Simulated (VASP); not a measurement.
# GaN (Fm-3m) in VASP: further runs

GaN is run at these levels: PBE, r2SCANh; tasks: single point.

All numbers are computed with VASP 6.6.1; they aren't measurements. Logs are shortened: lines on timing, memory, paths and dates and some standing lists are left out, and cuts for length are marked.

## 1. The cell of the first run

The structure is cubic, space group Fm-3m (No. 225). The conventional cell has a = 4.183 Å, b = 4.183 Å, c = 4.183 Å, α = 90.00°, β = 90.00°, γ = 90.00°. Ga (site symmetry m-3m) has 6 N at 2.09 Å within 2.8 Å. Within 2.8 Å of N (site symmetry m-3m) lie 6 Ga at 2.09 Å.

## 2. Single point, PBE (volume scaled by 0.94)

INCAR

```
SYSTEM = GaN
ALGO = Normal ; EDIFF = 1E-7
ENCUT = 520 ; GGA = PE
ISIF = 2 ; ISMEAR = -1
LASPH = .True. ; LCHARG = .False.
LREAL = .False. ; LWAVE = .False.
NBANDS = 16 ; NELM = 80
PREC = Accurate ; SIGMA = 0.05
```

KPOINTS

```
k-points
0
Gamma
  11 11 11
  0 0 0
```

POSCAR

```
GaN
1.0
    0.0000000000      2.0916465448      2.0916465448
    2.0916465448      0.0000000000      2.0916465448
    2.0916465448      2.0916465448      0.0000000000
Ga N
1 1
Direct
    0.0000000000      0.0000000000      0.0000000000
    0.5000000000      0.5000000000      0.5000000000
```

Potentials or basis: VASP PAW PBE potentials, release 64 (Ga_d, N).

Run with:

```bash
> cat potpaw_PBE.64/Ga_d/POTCAR potpaw_PBE.64/N/POTCAR > POTCAR
> mpirun -np 1 vasp_std > vasp.out
```

OUTCAR:

```text
SYSTEM = GaN
   EDIFF = 1E-7
   ENCUT = 520
   GGA = PE
   ISIF = 2
   ISMEAR = -1
   LASPH = .True.
   LREAL = .False.
   NELM = 80
   PREC = Accurate

 ion  position               nearest neighbor table
   1  0.000  0.000  0.000-   2 2.09   2 2.09   2 2.09   2 2.09   2 2.09   2 2.09
   2  0.500  0.500  0.500-   1 2.09   1 2.09   1 2.09   1 2.09   1 2.09   1 2.09

  LATTYP: Found a face centered cubic cell.
 ALAT       =     4.1832930896

  Lattice vectors:

 A1 = (   0.0000000000,   2.0916465448,   2.0916465448)
 A2 = (   2.0916465448,   0.0000000000,   2.0916465448)
 A3 = (   2.0916465448,   2.0916465448,   0.0000000000)

Analysis of symmetry for initial positions (statically):
=====================================================================
 Subroutine PRICEL returns:
 Original cell was already a primitive cell.

 Routine SETGRP: Setting up the symmetry group for a
 face centered cubic supercell.

 Subroutine GETGRP returns: Found 48 space group operations
 (whereof 48 operations were pure point group operations)
 out of a pool of 48 trial point group operations.

The static configuration has the point symmetry O_h .

Analysis of symmetry for dynamics (positions and initial velocities):
=====================================================================
 Subroutine PRICEL returns:
 Original cell was already a primitive cell.

 Routine SETGRP: Setting up the symmetry group for a
 face centered cubic supercell.

 Subroutine GETGRP returns: Found 48 space group operations
 (whereof 48 operations were pure point group operations)
 out of a pool of 48 trial point group operations.

The dynamic configuration has the point symmetry O_h .

 Subroutine INISYM returns: Found 48 space group operations
 (whereof 48 operations are pure point group operations),
 and found     1 'primitive' translations

----------------------------------------------------------------------------------------

                                     Primitive cell

  volume of cell :      18.3018

  direct lattice vectors                    reciprocal lattice vectors
     0.000000000  2.091646545  2.091646545    -0.239046124  0.239046124  0.239046124
     2.091646545  0.000000000  2.091646545     0.239046124 -0.239046124  0.239046124
     2.091646545  2.091646545  0.000000000     0.239046124  0.239046124 -0.239046124

  length of vectors
     2.958034911  2.958034911  2.958034911     0.414040033  0.414040033  0.414040033

  position of ions in fractional coordinates (direct lattice)
     0.000000000  0.000000000  0.000000000
     0.500000000  0.500000000  0.500000000

  ion indices of the primitive-cell ions
[... 72 lines left out ...]
   LASPH  =      T    aspherical Exc in radial PAW
   ENCUT  =  520.0 eV  38.22 Ry    6.18 a.u.   5.50  5.50  5.50*2*pi/ulx,y,z
   NELM   =     80;   NELMIN=  2; NELMDL= -5     # of ELM steps
   EDIFF  = 0.1E-06   stopping-criterion for ELM
   LREAL  =      F    real-space projection
   EDIFFG = 0.1E-05   stopping-criterion for IOM
   NSW    =      0    number of steps for IOM
   IBRION =     -1    ionic relax: 0-MD 1-quasi-New 2-CG
   NFREE  =      0    steps in history (QN), initial steepest desc. (CG)
   ISIF   =      2    stress and relaxation
   ISYM   =      2    0-nonsym 1-usesym 2-fastsym
   POTIM  = 0.5000    time-step for ionic-motion
   TEBEG  =    0.0;   TEEND  =   0.0 temperature during run
   PSTRESS=    0.0 pullay stress
   NELECT =      18.0000    total number of electrons
   NUPDOWN=      -1.0000    fix difference up-down
   EMIN   =  10.00;   EMAX   =-10.00  energy-range for DOS
   EFERMI =   0.00;   METHOD = LEGACY
   ISMEAR =    -1;   SIGMA  =   0.05  broadening in eV -4-tet -1-fermi 0-gaus
   EFERMI_NEDOS =   21; number of points for ismear=-14 and -15
   IALGO  =     38    algorithm
   IMIX   =      4    mixing-type and parameters
     AMIX     =   0.40;   BMIX     =  1.00
     AMIX_MAG =   1.60;   BMIX_MAG =  1.00
  volume/ion in A,a.u.               =       9.15        61.75
  Fermi-wavevector in a.u.,A,eV,Ry     =   1.628049  3.076566 36.062817  2.650542
  Thomas-Fermi vector in A             =   2.720743
   LORBIT       =      0    0 simple, 1 ext, 2 COOP (PROOUT), +10 PAW based schemes
   GGA     = PE    functional components
   LHFCALC =     F    Hartree Fock is set to
   AEXX    =    0.0000 exact exchange contribution
   IVDW    =     0    specifies the selected vdW correction
   LEPSILON=     F    determine dielectric tensor
   LRPA    =     F    only Hartree local field effects (RPA)
 non-spin polarized calculation
  energy-cutoff  :      520.00
  volume of cell :       18.30
 maximum number of plane-waves:       531
 NGX is ok and might be reduce to    24
   NGX = 11   NGY = 11   NGZ = 11

 number of electron      18.0000000 magnetization

 Free energy of the ion-electron system (eV)
  ---------------------------------------------------
  ext. energy  EPLUGINS =         0.00000000
  ---------------------------------------------------
  free energy    TOTEN  =       -11.15110800 eV

  energy without entropy =      -11.15110622  energy(sigma->0) =      -11.15110711

 E-fermi :   8.8005     XC(G=0): -13.2567

 val. band max:        8.3003577608   @ k =  -0.1818   0.1818   0.0000
 cond. band min:       9.2307377139   @ k =   0.4545   0.4545   0.0000
 fundamental gap:      0.9303799532
 Fermi energy:         8.8005262766

 k-point     1 :       0.0000    0.0000    0.0000
  band No.  band energies     occupation
      1      -9.3270      2.00000
      2      -5.6881      2.00000
      3      -5.6881      2.00000
      4      -5.6881      2.00000
      5      -5.5859      2.00000
      6      -5.5859      2.00000
[... 433 lines left out ...]
      3      -5.7555      2.00000
      4      -5.7333      2.00000
      5      -5.5886      2.00000
      6      -5.3731      2.00000
[... 8 lines left out ...]
     15      27.0341      0.00000
     16      29.1476      0.00000

 [... further k-points ...]
[... 5 lines left out ...]
  --------------------------------------------------------------------------------------
  -------------------------------------------------------------------------------------
  Total        1.7623698      1.7623698      1.7623698     -0.0000000     -0.0000000      0.0000000
  in kB      154.2811048    154.2811048    154.2811048     -0.0000000     -0.0000000      0.0000000
  external PRESSURE =     154.2811048 kB  Pullay stress =       0.0000000 kB

 VOLUME and BASIS-vectors are now :
 -----------------------------------------------------------------------------
  energy-cutoff  :      520.00
  volume of cell :       18.30
      direct lattice vectors                 reciprocal lattice vectors
     0.000000000  2.091646545  2.091646545    -0.239046124  0.239046124  0.239046124
     2.091646545  0.000000000  2.091646545     0.239046124 -0.239046124  0.239046124
     2.091646545  2.091646545  0.000000000     0.239046124  0.239046124 -0.239046124

 POSITION                                       TOTAL-FORCE (eV/Angst)
 -----------------------------------------------------------------------------------
      0.00000      0.00000      0.00000        -0.000000      0.000000      0.000000
      2.09165      2.09165      2.09165         0.000000      0.000000     -0.000000
 -----------------------------------------------------------------------------------
    total drift:                                0.000000     -0.000000     -0.000000

  FREE ENERGIE OF THE ION-ELECTRON SYSTEM (eV)
  ---------------------------------------------------
  free  energy   TOTEN  =       -11.1511080044 eV

  energy  without entropy=      -11.1511062245  energy(sigma->0) =      -11.15110711
```

OSZICAR:

```text
N       E                     dE             d eps       ncg     rms          rms(c)
DAV:   1     0.709986016787E+02    0.70999E+02   -0.93242E+03  2112   0.212E+03
DAV:   2    -0.884299614825E+01   -0.79842E+02   -0.74510E+02  2088   0.322E+02
DAV:   3    -0.129760839323E+02   -0.41331E+01   -0.41202E+01  2056   0.616E+01
DAV:   4    -0.130119270311E+02   -0.35843E-01   -0.35840E-01  2208   0.601E+00
DAV:   5    -0.130123142613E+02   -0.38723E-03   -0.38723E-03  2064   0.574E-01    0.744E+00
DAV:   6    -0.111735215591E+02    0.18388E+01   -0.42868E+00  2608   0.409E+01    0.239E+00
DAV:   7    -0.111657023339E+02    0.78192E-02   -0.23874E-01  2104   0.515E+00    0.158E+00
DAV:   8    -0.111528366744E+02    0.12866E-01   -0.28791E-02  2096   0.221E+00    0.490E-01
DAV:   9    -0.111511246331E+02    0.17120E-02   -0.64785E-03  2168   0.204E+00    0.110E-01
DAV:  10    -0.111511099020E+02    0.14731E-04   -0.55539E-04  2184   0.300E-01    0.149E-02
DAV:  11    -0.111511061617E+02    0.37403E-05   -0.42342E-05  2152   0.689E-02    0.119E-02
DAV:  12    -0.111511080403E+02   -0.18786E-05   -0.22526E-06  2208   0.278E-02    0.291E-03
DAV:  13    -0.111511080044E+02    0.35941E-07   -0.21164E-07  1904   0.432E-03
   1 F= -.11151108E+02 E0= -.11151107E+02  d E =-.177984E-05
```

Run time: 9.7 s. Hardware: 1 thread of Intel Xeon Platinum 8488C (Sapphire Rapids), shared host; peak memory 0.14 GiB.

Results:

- Free energy: -11.1511 eV
- Pressure: 15.4 GPa
- Band gap on the k mesh: 0.93 eV, indirect (least direct gap 3.14 eV)

Levels at points of the mesh, in eV from the valence-band top:
| k point | band 7 | band 8 | band 9 | band 10 | band 11 | band 12 |
| --- | --- | --- | --- | --- | --- | --- |
| (0.00, 0.00, 0.00) | -0.56 | -0.56 | -0.56 | 2.59 | 14.90 | 14.90 |

Caveat: the cell differs from its parent crystal (volume scaled by 0.94). A k mesh can miss the band edges.

## 3. Single point, PBE (volume scaled by 0.98)

INCAR

```
ALGO = Normal
EDIFF = 1E-7
ENCUT = 520
GGA = PE
ISIF = 2
ISMEAR = -1
LASPH = T
LCHARG = F
LREAL = F
LWAVE = F
NBANDS = 16
NELM = 60
PREC = Accurate
SIGMA = 0.05
```

KPOINTS

```
k-points
0
Gamma
  11 11 11
```

POSCAR

```
GaN
1.0
    0.0000000000      2.1209041320      2.1209041320
    2.1209041320      0.0000000000      2.1209041320
    2.1209041320      2.1209041320      0.0000000000
Ga N
1 1
Direct
    0.0000000000      0.0000000000      0.0000000000
    0.5000000000      0.5000000000      0.5000000000
```

Potentials or basis: VASP PAW PBE potentials, release 64 (Ga_d, N).

Run with:

```bash
> cat potpaw_PBE.64/Ga_d/POTCAR potpaw_PBE.64/N/POTCAR > POTCAR
> mpirun -np 1 vasp_std > vasp.out
```

Wall time 11 s (1 thread of Intel Xeon Platinum 8488C (Sapphire Rapids), shared host); peak memory 0.14 GiB.

Results (log left out):

- Free energy: -11.2001 eV
- Pressure: 4.9 GPa
- Band gap on the k mesh: 0.67 eV, indirect (least direct gap 2.61 eV)

Levels at points of the mesh, in eV from the valence-band top:
| k point | band 6 | band 7 | band 8 | band 9 | band 10 | band 11 | band 12 | band 13 |
| --- | --- | --- | --- | --- | --- | --- | --- | --- |
| (0.00, 0.00, 0.00) | -13.91 | -0.51 | -0.51 | -0.51 | 2.10 | 14.65 | 14.65 | 14.65 |

Caveat: the cell differs from its parent crystal (volume scaled by 0.98).

## 4. Single point, PBE (volume scaled by 1.06)

INCAR

```
SYSTEM = GaN
PREC     = Accurate       ! precision mode
ENCUT    = 520            ! plane-wave cutoff, eV
EDIFF    = 1E-6           ! SCF threshold, eV
ISMEAR   = -1             ! smearing method
SIGMA    = 0.05           ! smearing width, eV
LREAL    = .False.        ! projectors in reciprocal space
LASPH    = .True.         ! aspherical terms in the spheres
NELM     = 80             ! most SCF steps
ALGO     = Normal         ! electronic algorithm
ISIF     = 2              ! what is computed and relaxed
LWAVE    = .False.        ! write WAVECAR
LCHARG   = .False.        ! write CHGCAR
GGA      = PE             ! functional
NBANDS   = 16             ! bands
```

KPOINTS

```
regular mesh
0
Gamma
  11 11 11
  0 0 0
```

POSCAR

```
GaN
1.0
    0.0000000000      2.1771129849      2.1771129849
    2.1771129849      0.0000000000      2.1771129849
    2.1771129849      2.1771129849      0.0000000000
Ga N
1 1
Direct
    0.0000000000      0.0000000000      0.0000000000
    0.5000000000      0.5000000000      0.5000000000
```

Run with:

```bash
> cat potpaw_PBE.64/Ga_d/POTCAR potpaw_PBE.64/N/POTCAR > POTCAR
> mpirun -np 1 vasp_std > vasp.out
```

Wall time 12 s (1 thread of Intel Xeon Platinum 8488C (Sapphire Rapids), shared host); peak memory 0.14 GiB.

It converged, with:

```
Free energy            : -11.1695 eV
Pressure               : -10.1 GPa
Band gap on the k mesh : 0.20 eV, indirect (least direct gap 1.69 eV)
```

Levels at points of the mesh, in eV from the valence-band top:
```
           k point  band 6  band 7  band 8  band 9  band 10  band 11  band 12  band 13
(0.00, 0.00, 0.00)  -13.96   -0.43   -0.43   -0.43     1.25    14.21    14.21    14.21
```

Caveat: the cell differs from its parent crystal (volume scaled by 1.06). A k mesh can miss the band edges.

## 5. Single point, r2SCANh

This run uses another cell than the first one, of 9.74 Å³/atom, 1.064 times its volume.

POSCAR

```
GaN
1.0
    0.0000000000      2.1352350000      2.1352350000
    2.1352350000      0.0000000000      2.1352350000
    2.1352350000      2.1352350000      0.0000000000
Ga N
1 1
Direct
    0.0000000000      0.0000000000      0.0000000000
    0.5000000000      0.5000000000      0.5000000000
```

INCAR.step1

```
SYSTEM = GaN
PREC = Accurate
ENCUT = 520
EDIFF = 1E-5
ISMEAR = -1
SIGMA = 0.05
LREAL = .FALSE.
LASPH = .TRUE.
NELM = 80
ALGO = Normal
ISIF = 2
LWAVE = .TRUE.
LCHARG = .FALSE.
GGA = PE
NBANDS = 16
```

INCAR.step2

```
SYSTEM = GaN
PREC = Accurate
ENCUT = 520
EDIFF = 1E-6
ISMEAR = -1
SIGMA = 0.05
LREAL = .FALSE.
LASPH = .TRUE.
NELM = 80
ALGO = Normal
ISIF = 2
LWAVE = .FALSE.
LCHARG = .FALSE.
METAGGA = R2SCAN
LHFCALC = .TRUE.
AEXX = 0.1
LMIXTAU = .TRUE.
PRECFOCK = Normal
ISTART = 1
NBANDS = 16
```

KPOINTS

```
Automatic mesh
0
G
  6 6 6
  0 0 0
```

Potentials or basis: VASP PAW PBE potentials, release 64 (Ga_d, N).

Run with:

```bash
> cat potpaw_PBE.64/Ga_d/POTCAR potpaw_PBE.64/N/POTCAR > POTCAR
> cp INCAR.step1 INCAR
> mpirun -np 1 vasp_std > vasp.out
> cp INCAR.step2 INCAR
> mpirun -np 1 vasp_std > vasp.out
```

OUTCAR:

```text
SYSTEM = GaN
   PREC = Accurate
   ENCUT = 520
   EDIFF = 1E-6
   ISMEAR = -1
   LREAL = .FALSE.
   LASPH = .TRUE.
   NELM = 80
   ISIF = 2
   METAGGA = R2SCAN
   LHFCALC = .TRUE.
   AEXX = 0.1
   PRECFOCK = Normal
   ISTART = 1

 ion  position               nearest neighbor table
   1  0.000  0.000  0.000-   2 2.14   2 2.14   2 2.14   2 2.14   2 2.14   2 2.14
   2  0.500  0.500  0.500-   1 2.14   1 2.14   1 2.14   1 2.14   1 2.14   1 2.14

  LATTYP: Found a face centered cubic cell.
 ALAT       =     4.2704700000

  Lattice vectors:

 A1 = (   0.0000000000,   2.1352350000,   2.1352350000)
 A2 = (   2.1352350000,   0.0000000000,   2.1352350000)
 A3 = (   2.1352350000,   2.1352350000,   0.0000000000)

Analysis of symmetry for initial positions (statically):
=====================================================================
 Subroutine PRICEL returns:
 Original cell was already a primitive cell.

 Routine SETGRP: Setting up the symmetry group for a
 face centered cubic supercell.

[... 161 lines left out ...]
  free energy    TOTEN  =       -21.40816160 eV

  energy without entropy =      -21.40816159  energy(sigma->0) =      -21.40816160

 E-fermi :   7.7229     XC(G=0): -12.7008

 val. band max:        6.8891231164   @ k =  -0.1667   0.1667   0.0000
 cond. band min:       8.4868329387   @ k =   0.5000   0.5000   0.0000
 fundamental gap:      1.5977098223
 Fermi energy:         7.7228582726

 k-point     1 :       0.0000    0.0000    0.0000
  band No.  band energies     occupation
      1     -11.4339      2.00000
      2      -8.4385      2.00000
      3      -8.4385      2.00000
      4      -8.4385      2.00000
      5      -8.3948      2.00000
      6      -8.3948      2.00000
[... 281 lines left out ...]
      3      -8.4120      2.00000
      4      -8.3174      2.00000
      5      -8.1907      2.00000
      6      -5.5616      2.00000
[... 8 lines left out ...]
     15      30.2654      0.00000
     16      35.9220      0.00000

------------------------ aborting loop because EDIFF is reached ----------------------------------------

  FORCE on cell =-STRESS in cart. coord.  units (eV):
  Direction    XX          YY          ZZ          XY          YZ          ZX
  --------------------------------------------------------------------------------------
  -------------------------------------------------------------------------------------
  Total       -1.2138813     -1.2138813     -1.2138813     -0.0000000     -0.0000000      0.0000000
  in kB      -99.8894804    -99.8894804    -99.8894804     -0.0000000     -0.0000000      0.0000000
  external PRESSURE =     -99.8894804 kB  Pullay stress =       0.0000000 kB

 VOLUME and BASIS-vectors are now :
 -----------------------------------------------------------------------------
  energy-cutoff  :      520.00
  volume of cell :       19.47
      direct lattice vectors                 reciprocal lattice vectors
     0.000000000  2.135235000  2.135235000    -0.234166263  0.234166263  0.234166263
     2.135235000  0.000000000  2.135235000     0.234166263 -0.234166263  0.234166263
     2.135235000  2.135235000  0.000000000     0.234166263  0.234166263 -0.234166263

 POSITION                                       TOTAL-FORCE (eV/Angst)
 -----------------------------------------------------------------------------------
      0.00000      0.00000      0.00000         0.000000     -0.000000      0.000000
      2.13524      2.13524      2.13524         0.000000      0.000000     -0.000000
 -----------------------------------------------------------------------------------
    total drift:                                0.000000      0.000000      0.000000

  FREE ENERGIE OF THE ION-ELECTRON SYSTEM (eV)
  ---------------------------------------------------
  free  energy   TOTEN  =       -21.4081616050 eV

  energy  without entropy=      -21.4081615940  energy(sigma->0) =      -21.40816160
```

OSZICAR.step1:

```text
N       E                     dE             d eps       ncg     rms          rms(c)
DAV:   1     0.763658200364E+02    0.76366E+02   -0.95516E+03   592   0.210E+03
DAV:   2    -0.783511018828E+01   -0.84201E+02   -0.78968E+02   600   0.336E+02
DAV:   3    -0.129409510860E+02   -0.51058E+01   -0.50895E+01   592   0.672E+01
DAV:   4    -0.129935189802E+02   -0.52568E-01   -0.52560E-01   640   0.713E+00
DAV:   5    -0.129940314843E+02   -0.51250E-03   -0.51250E-03   608   0.631E-01    0.727E+00
DAV:   6    -0.112183931751E+02    0.17756E+01   -0.44618E+00   728   0.388E+01    0.237E+00
DAV:   7    -0.112082155558E+02    0.10178E-01   -0.20606E-01   568   0.512E+00    0.156E+00
DAV:   8    -0.111949614314E+02    0.13254E-01   -0.35431E-02   592   0.206E+00    0.557E-01
DAV:   9    -0.111930317342E+02    0.19297E-02   -0.60048E-03   616   0.166E+00    0.120E-01
DAV:  10    -0.111930973839E+02   -0.65650E-04   -0.52031E-04   584   0.254E-01    0.273E-02
DAV:  11    -0.111930873047E+02    0.10079E-04   -0.41513E-05   592   0.821E-02    0.843E-03
DAV:  12    -0.111930890271E+02   -0.17224E-05   -0.32789E-06   304   0.336E-02
   1 F= -.11193089E+02 E0= -.11192786E+02  d E =-.605596E-03
```

Wall time 15 min (1 thread of Intel Xeon 6975P-C (Granite Rapids), shared host); peak memory 0.15 GiB.

Results:

```
Free energy            : -21.4082 eV
Pressure               : -10.0 GPa
Band gap on the k mesh : 1.60 eV, indirect (least direct gap 3.64 eV)
```

Caveat: the k points lie up to 0.42 Å⁻¹ apart; the PAW data sets were made with another functional, which shifts forces and pressure a little.

## 6. Summary

| level | cell | k mesh | grid for exact exchange (PRECFOCK) | gap on the mesh (eV) | pressure (GPa) |
| --- | --- | --- | --- | --- | --- |
| PBE | a = 2.958 Å, angles 60.0°, 2 atoms | 11 × 11 × 11 | - | 0.93 | 15.4 |
| PBE | a = 2.999 Å, angles 60.0°, 2 atoms | 11 × 11 × 11 | - | 0.67 | 4.9 |
| PBE | a = 3.079 Å, angles 60.0°, 2 atoms | 11 × 11 × 11 | - | 0.20 | -10.1 |
| r2SCANh | a = 3.020 Å, angles 60.0°, 2 atoms | 6 × 6 × 6 | Normal | 1.60 | -10.0 |

Alike in all rows: task single point; potentials or basis VASP PAW PBE potentials, release 64 (Ga_d, N); no spin polarisation; cutoff (eV) 520; smearing fermi-dirac 0.05 eV.

Caveats: some runs use coarse meshes; the PAW data sets were made with another functional, which shifts forces and pressure a little (some runs).

Total energies depend on the potentials used, so only differences within one code and one set of settings carry meaning.
